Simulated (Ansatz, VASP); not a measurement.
# One calculation of FeS2, two programs

File INCAR:

```
  PREC = Accurate
  ENCUT = 600
  EDIFF = 1E-6
  ISMEAR = 0
  SIGMA = 0.01
  LREAL = False
  LASPH = True
  NELM = 120
  ALGO = Normal
  ISIF = 2
  LWAVE = False
  LCHARG = False
  GGA = PE
  NBANDS = 52
  GGA_COMPAT = False
```

Contents of KPOINTS:

```
Automatic mesh
0
Gamma
  4 4 4
```

The input POSCAR:

```
FeS2
1.0
    5.3487659446      0.0000000000      0.0000000000
    0.0000000000      5.3487659446      0.0000000000
    0.0000000000      0.0000000000      5.3487659446
Fe S
4 8
Direct
    0.0000000000      0.5000000000      0.5000000000
    0.5000000000      0.5000000000      0.0000000000
    0.5000000000      0.0000000000      0.5000000000
    0.0000000000      0.0000000000      0.0000000000
    0.3826532222      0.1173467778      0.8826532222
    0.1173467778      0.8826532222      0.3826532222
    0.8826532222      0.3826532222      0.1173467778
    0.6173467778      0.6173467778      0.6173467778
    0.3826532222      0.3826532222      0.3826532222
    0.1173467778      0.6173467778      0.8826532222
    0.8826532222      0.1173467778      0.6173467778
    0.6173467778      0.8826532222      0.1173467778
```

Input for Ansatz:

```yaml
crystal:
  lattice:
    - [5.3487659446, 0.0, 0.0]
    - [0.0, 5.3487659446, 0.0]
    - [0.0, 0.0, 5.3487659446]
  atoms:
    - { symbol: Fe, position: [0.0, 0.5, 0.5] }
    - { symbol: Fe, position: [0.5, 0.5, 0.0] }
    - { symbol: Fe, position: [0.5, 0.0, 0.5] }
    - { symbol: Fe, position: [0.0, 0.0, 0.0] }
    - { symbol: S, position: [0.3826532222, 0.1173467778, 0.8826532222] }
    - { symbol: S, position: [0.1173467778, 0.8826532222, 0.3826532222] }
    - { symbol: S, position: [0.8826532222, 0.3826532222, 0.1173467778] }
    - { symbol: S, position: [0.6173467778, 0.6173467778, 0.6173467778] }
    - { symbol: S, position: [0.3826532222, 0.3826532222, 0.3826532222] }
    - { symbol: S, position: [0.1173467778, 0.6173467778, 0.8826532222] }
    - { symbol: S, position: [0.8826532222, 0.1173467778, 0.6173467778] }
    - { symbol: S, position: [0.6173467778, 0.8826532222, 0.1173467778] }
kpoints:
  mp_grid: { grid: [4, 4, 4] }
hamiltonian:
  xc: pbe
scf:
  occupations: { method: fixed }
  n_extra_bands: 7
output:
  forces: true
  stress: true
  eigenvalues: true
```

Alike in both runs: task single point; functional PBE; k mesh 4 × 4 × 4; no spin polarisation.

```csv
,VASP,Ansatz
version,VASP 6.6.1,Ansatz 0.2.0
potentials or method,"VASP PAW PBE potentials, release 64 (Fe, S)","plane waves, PAW"
plane-wave cutoff (eV),600,420
occupations,"gaussian, width 0.01 eV",fixed
valence electrons in the cell,80,112
```

VASP gave:

| Quantity | Value |
| --- | --- |
| gap on the k mesh at the Fermi level (eV) | 0.41 |
| pressure (GPa) | 5.3 |
| rms of the force components (eV/Å) | 0.022 |

Which values does Ansatz return?

gap on the k mesh at the Fermi level (eV): 0.39; pressure (GPa): 5.2; rms of the force components (eV/Å): 0.019.

Atom by atom the forces differ by 0.041 eV/Å (rms over components). VASP's potentials hold 80 valence electrons a cell and Ansatz's 112, so a difference there can come from the potentials and not from the codes.
